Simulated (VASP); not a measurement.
# Se (R-3m) in VASP: single point with r2SCAN

Aim: the single point of Se with r2SCAN.

All numbers are computed with VASP 6.6.1; they aren't measurements. Logs are shortened: lines on timing, memory, paths and dates and some standing lists are left out, and cuts for length are marked.

**1. The cell of the first run**

It takes space group R-3m (No. 166, trigonal). The conventional cell has a = 3.730 Å, b = 3.730 Å, c = 19.062 Å, α = 90.00°, β = 90.00°, γ = 120.00°. Within 3.5 Å of Se (site symmetry -3m) lie 6 Se at 2.66 Å. Within 3.5 Å of Se (site symmetry 3m) lie 3 Se at 2.66 Å.

**2. Single point, r2SCAN**

The input, POSCAR:

```
Se
1.0
    1.8649327014      1.0767193972      6.3540382625
   -1.8649327014      1.0767193972      6.3540382625
    0.0000000000     -2.1534387943      6.3540382625
Se
3
Direct
    0.0000000000      0.0000000000      0.0000000000
    0.2512888749      0.2512888749      0.2512888749
    0.7487111251      0.7487111251      0.7487111251
```

The input, INCAR.step1:

```
SYSTEM = Se
PREC = Accurate
ENCUT = 520
ISMEAR = 0
SIGMA = 0.02
LREAL = .FALSE.
LASPH = .TRUE.
NELM = 100
NBANDS = 16
GGA = PE
ALGO = Normal
EDIFF = 1E-4
LWAVE = .TRUE.
LCHARG = .FALSE.
```

The input, INCAR.step2:

```
SYSTEM = Se
PREC = Accurate
ENCUT = 520
EDIFF = 1E-6
ISMEAR = 0
SIGMA = 0.02
LREAL = .FALSE.
LASPH = .TRUE.
NELM = 100
ALGO = Normal
ISIF = 2
LWAVE = .FALSE.
LCHARG = .TRUE.
METAGGA = R2SCAN
LMIXTAU = .TRUE.
LELF = .TRUE.
LVHAR = .TRUE.
NBANDS = 16
ISTART = 1
```

The input, KPOINTS:

```
Automatic mesh
0
G
  12 12 12
  0 0 0
```

Potentials or basis: VASP PAW PBE potentials, release 64 (Se).

The run is started by

```sh
$ cat potpaw_PBE.64/Se/POTCAR > POTCAR
$ cp INCAR.step1 INCAR
$ mpirun -np 1 vasp_std > vasp.out
$ cp INCAR.step2 INCAR
$ mpirun -np 1 vasp_std > vasp.out
```

OUTCAR:

```text
SYSTEM = Se
   PREC = Accurate
   ENCUT = 520
   EDIFF = 1E-6
   ISMEAR = 0
   LREAL = .FALSE.
   LASPH = .TRUE.
   NELM = 100
   ISIF = 2
   METAGGA = R2SCAN
   ISTART = 1

 ion  position               nearest neighbor table
   1  0.000  0.000  0.000-   3 2.66   2 2.66   3 2.66   3 2.66   2 2.66   2 2.66
   2  0.251  0.251  0.251-   1 2.66   1 2.66   1 2.66
   3  0.749  0.749  0.749-   1 2.66   1 2.66   1 2.66

  LATTYP: Found a trigonal (rhomboedric) cell.
 ALAT       =     6.7090312924
 COS(alpha) =     0.8454615012

  Lattice vectors:

 A1 = (   1.8649327014,   1.0767193972,   6.3540382625)
 A2 = (  -1.8649327014,   1.0767193972,   6.3540382625)
 A3 = (   0.0000000000,  -2.1534387943,   6.3540382625)

Analysis of symmetry for initial positions (statically):
=====================================================================
 Subroutine PRICEL returns:
 Original cell was already a primitive cell.

 Routine SETGRP: Setting up the symmetry group for a
 trigonal (rhombohedral) supercell.

 Subroutine GETGRP returns: Found 12 space group operations
 (whereof 12 operations were pure point group operations)
 out of a pool of 12 trial point group operations.

The static configuration has the point symmetry D_3d.

Analysis of symmetry for dynamics (positions and initial velocities):
=====================================================================
 Subroutine PRICEL returns:
 Original cell was already a primitive cell.

 Routine SETGRP: Setting up the symmetry group for a
 trigonal (rhombohedral) supercell.

 Subroutine GETGRP returns: Found 12 space group operations
 (whereof 12 operations were pure point group operations)
 out of a pool of 12 trial point group operations.

The dynamic configuration has the point symmetry D_3d.

 Subroutine INISYM returns: Found 12 space group operations
 (whereof 12 operations are pure point group operations),
 and found     1 'primitive' translations

----------------------------------------------------------------------------------------

                                     Primitive cell

  volume of cell :      76.5538

  direct lattice vectors                    reciprocal lattice vectors
     1.864932701  1.076719397  6.354038262     0.268106189  0.154791181  0.052460076
    -1.864932701  1.076719397  6.354038262    -0.268106189  0.154791181  0.052460076
     0.000000000 -2.153438794  6.354038262     0.000000000 -0.309582361  0.052460077

  length of vectors
     6.709031292  6.709031292  6.709031292     0.313995697  0.313995697  0.313995697

  position of ions in fractional coordinates (direct lattice)
     0.000000000  0.000000000  0.000000000
     0.251288875  0.251288875  0.251288875
     0.748711125  0.748711125  0.748711125

  ion indices of the primitive-cell ions
   primitive index   ion index
                 1           1
                 2           2
                 3           3

----------------------------------------------------------------------------------------

 KPOINTS: Automatic mesh

Automatic generation of k-mesh.
 Grid dimensions read from file:
 generate k-points for:   12   12   12

 Generating k-lattice:

  Cartesian coordinates                     Fractional coordinates (reciprocal lattice)
     0.022342182  0.012899265  0.004371673     0.083333333  0.000000000  0.000000000
    -0.022342182  0.012899265  0.004371673     0.000000000  0.083333333  0.000000000
     0.000000000 -0.025798530  0.004371673     0.000000000  0.000000000  0.083333333

  Length of vectors
     0.026166308  0.026166308  0.026166308

  Shift w.r.t. Gamma in fractional coordinates (k-lattice)
     0.000000000  0.000000000  0.000000000

 Subroutine IBZKPT returns following result:
 ===========================================

 Found    189 irreducible k-points:

 Following reciprocal coordinates:
            Coordinates               Weight
  0.000000  0.000000  0.000000      1.000000
  0.083333  0.000000 -0.000000      6.000000
  0.166667  0.000000 -0.000000      6.000000
  0.250000 -0.000000  0.000000      6.000000
  0.333333 -0.000000  0.000000      6.000000
  0.416667 -0.000000 -0.000000      6.000000
[... 16 lines left out ...]
  0.500000  0.166667  0.000000     12.000000
 -0.416667  0.166667  0.000000     12.000000
 [... further k-points ...]
   k-points           NKPTS =    189   k-points in BZ     NKDIM =    189   number of bands    NBANDS=     16
   number of dos      NEDOS =    301   number of ions     NIONS =      3
   total plane-waves  NPLWV = 125000
   dimension x,y,z NGX =    50 NGY =   50 NGZ =   50
   dimension x,y,z NGXF=   100 NGYF=  100 NGZF=  100
   ions per type =               3
   NGX,Y,Z   is equivalent  to a cutoff of  12.39, 12.39, 12.39 a.u.
   NGXF,Y,Z  is equivalent  to a cutoff of  24.78, 24.78, 24.78 a.u.
 SYSTEM =  Se
   PREC   = accura    normal or accurate (medium, high low for compatibility)
   ISTART =      1    job   : 0-new  1-cont  2-samecut
   ICHARG =      0    charge: 1-file 2-atom 10-const
   ISPIN  =      1    spin polarized calculation?
   LNONCOLLINEAR =      F non collinear calculations
   LSORBIT =      F    spin-orbit coupling
   LASPH  =      T    aspherical Exc in radial PAW
   ENCUT  =  520.0 eV  38.22 Ry    6.18 a.u.  12.47 12.47 12.47*2*pi/ulx,y,z
   NELM   =    100;   NELMIN=  2; NELMDL=  0     # of ELM steps
   EDIFF  = 0.1E-05   stopping-criterion for ELM
   LREAL  =      F    real-space projection
   EDIFFG = 0.1E-04   stopping-criterion for IOM
   NSW    =      0    number of steps for IOM
   IBRION =     -1    ionic relax: 0-MD 1-quasi-New 2-CG
   NFREE  =      0    steps in history (QN), initial steepest desc. (CG)
   ISIF   =      2    stress and relaxation
   ISYM   =      2    0-nonsym 1-usesym 2-fastsym
   POTIM  = 0.5000    time-step for ionic-motion
   TEBEG  =    0.0;   TEEND  =   0.0 temperature during run
   PSTRESS=    0.0 pullay stress
   NELECT =      18.0000    total number of electrons
   NUPDOWN=      -1.0000    fix difference up-down
   EMIN   =  10.00;   EMAX   =-10.00  energy-range for DOS
   EFERMI =   0.00;   METHOD = LEGACY
   ISMEAR =     0;   SIGMA  =   0.02  broadening in eV -4-tet -1-fermi 0-gaus
   EFERMI_NEDOS =   21; number of points for ismear=-14 and -15
   IALGO  =     38    algorithm
   IMIX   =      4    mixing-type and parameters
     AMIX     =   0.40;   BMIX     =  1.00
     AMIX_MAG =   1.60;   BMIX_MAG =  1.00
  volume/ion in A,a.u.               =      25.52       172.20
  Fermi-wavevector in a.u.,A,eV,Ry     =   1.010439  1.909453 13.891369  1.020987
  Thomas-Fermi vector in A             =   2.143428
   LORBIT       =      0    0 simple, 1 ext, 2 COOP (PROOUT), +10 PAW based schemes
   METAGGA = R2SCAN    functional components
   LHFCALC =     F    Hartree Fock is set to
   AEXX    =    0.0000 exact exchange contribution
   IVDW    =     0    specifies the selected vdW correction
   LEPSILON=     F    determine dielectric tensor
   LRPA    =     F    only Hartree local field effects (RPA)
 non-spin polarized calculation
 Gauss-broadening in eV      SIGMA  =   0.02
  energy-cutoff  :      520.00
  volume of cell :       76.55
 maximum number of plane-waves:      2080
 NGX is ok and might be reduce to    50
   NGX = 25   NGY = 25   NGZ = 25

 number of electron      18.0000000 magnetization

 Free energy of the ion-electron system (eV)
  ---------------------------------------------------
  ext. energy  EPLUGINS =         0.00000000
  ---------------------------------------------------
  free energy    TOTEN  =       -42.26501735 eV

  energy without entropy =      -42.26501735  energy(sigma->0) =      -42.26501735

 E-fermi :   2.8748     XC(G=0):  -9.6303

 val. band max:        2.7934968930   @ k =   0.3333   0.1667   0.1667
 cond. band min:       3.2468046951   @ k =   0.5000   0.5000   0.5000
 fundamental gap:      0.4533078021
 Fermi energy:         2.8748113926

 k-point     1 :       0.0000    0.0000    0.0000
  band No.  band energies     occupation
      1     -14.0377      2.00000
      2     -10.5089      2.00000
      3      -7.6849      2.00000
      4      -0.1319      2.00000
      5      -0.1319      2.00000
      6       0.5159      2.00000
[... 8 lines left out ...]
     15      11.0468      0.00000
     16      11.3934      0.00000

 k-point     2 :       0.0833    0.0000   -0.0000
  band No.  band energies     occupation
      1     -13.9584      2.00000
      2     -10.4628      2.00000
      3      -7.7479      2.00000
      4      -0.8335      2.00000
      5      -0.3014      2.00000
      6       0.2514      2.00000
[... 8 lines left out ...]
     15      11.2522      0.00000
     16      11.6625      0.00000

 k-point     3 :       0.1667    0.0000   -0.0000
  band No.  band energies     occupation
      1     -13.7241      2.00000
      2     -10.3344      2.00000
      3      -7.9602      2.00000
      4      -1.7314      2.00000
      5      -0.6807      2.00000
      6      -0.4072      2.00000
[... 8 lines left out ...]
     15      11.8056      0.00000
     16      11.9456      0.00000

 k-point     4 :       0.2500   -0.0000    0.0000
  band No.  band energies     occupation
      1     -13.3474      2.00000
      2     -10.1597      2.00000
      3      -8.3521      2.00000
      4      -2.4231      2.00000
      5      -1.1021      2.00000
      6      -1.0869      2.00000
[... 8 lines left out ...]
     15      12.4276      0.00000
     16      12.5906      0.00000
[... 324 lines left out ...]
 k-point    22 :       0.4167    0.1667   -0.0000
  band No.  band energies     occupation
      1     -12.6451      2.00000
      2      -9.9685      2.00000
      3      -9.0789      2.00000
      4      -2.8417      2.00000
      5      -2.2934      2.00000
      6      -1.3047      2.00000
[... 8 lines left out ...]
     15      11.4338      0.00000
     16      12.6893      0.00000

 k-point    23 :       0.5000    0.1667    0.0000
  band No.  band energies     occupation
      1     -12.1431      2.00000
      2     -10.0485      2.00000
      3      -9.4407      2.00000
      4      -3.1664      2.00000
      5      -2.2971      2.00000
      6      -1.7283      2.00000
[... 8 lines left out ...]
     15      11.6796      0.00000
     16      12.5945      0.00000

 k-point    24 :      -0.4167    0.1667    0.0000
  band No.  band energies     occupation
      1     -11.8770      2.00000
      2     -10.2528      2.00000
      3      -9.4740      2.00000
      4      -3.2771      2.00000
      5      -2.3179      2.00000
      6      -1.9129      2.00000
[... 8 lines left out ...]
     15      12.2658      0.00000
     16      12.7010      0.00000

 [... further k-points ...]

------------------------ aborting loop because EDIFF is reached ----------------------------------------

  FORCE on cell =-STRESS in cart. coord.  units (eV):
  Direction    XX          YY          ZZ          XY          YZ          ZX
  --------------------------------------------------------------------------------------
  -------------------------------------------------------------------------------------
  Total       -0.0399343     -0.0399343     -0.0077787      0.0000000     -0.0000000      0.0000000
  in kB       -0.8357759     -0.8357759     -0.1627995      0.0000000     -0.0000000      0.0000000
  external PRESSURE =      -0.6114504 kB  Pullay stress =       0.0000000 kB

 VOLUME and BASIS-vectors are now :
 -----------------------------------------------------------------------------
  energy-cutoff  :      520.00
  volume of cell :       76.55
      direct lattice vectors                 reciprocal lattice vectors
     1.864932701  1.076719397  6.354038262     0.268106189  0.154791181  0.052460076
    -1.864932701  1.076719397  6.354038262    -0.268106189  0.154791181  0.052460076
     0.000000000 -2.153438794  6.354038262     0.000000000 -0.309582361  0.052460077

 POSITION                                       TOTAL-FORCE (eV/Angst)
 -----------------------------------------------------------------------------------
      0.00000      0.00000      0.00000         0.000000      0.000000      0.000000
      0.00000      0.00000      4.79010        -0.000000     -0.000000     -0.000048
      0.00000      0.00000     14.27202        -0.000000      0.000000      0.000048
 -----------------------------------------------------------------------------------
    total drift:                               -0.000000     -0.000000      0.000000

  FREE ENERGIE OF THE ION-ELECTRON SYSTEM (eV)
  ---------------------------------------------------
  free  energy   TOTEN  =       -42.2650173525 eV

  energy  without entropy=      -42.2650173525  energy(sigma->0) =      -42.26501735
```

It took 39 min on 1 thread of Intel Xeon Platinum 8259CL at 2.50GHz (Skylake/Cascade Lake), shared host; peak memory 0.48 GiB.

What came out:

| Item | Value |
| --- | --- |
| Free energy | -42.2650 eV |
| Pressure | -0.1 GPa |
| Band gap on the k mesh | 0.45 eV (least direct gap 0.86 eV) |

Caveat: the PAW data sets were made with another functional, which shifts forces and pressure a little. A k mesh can miss the band edges.
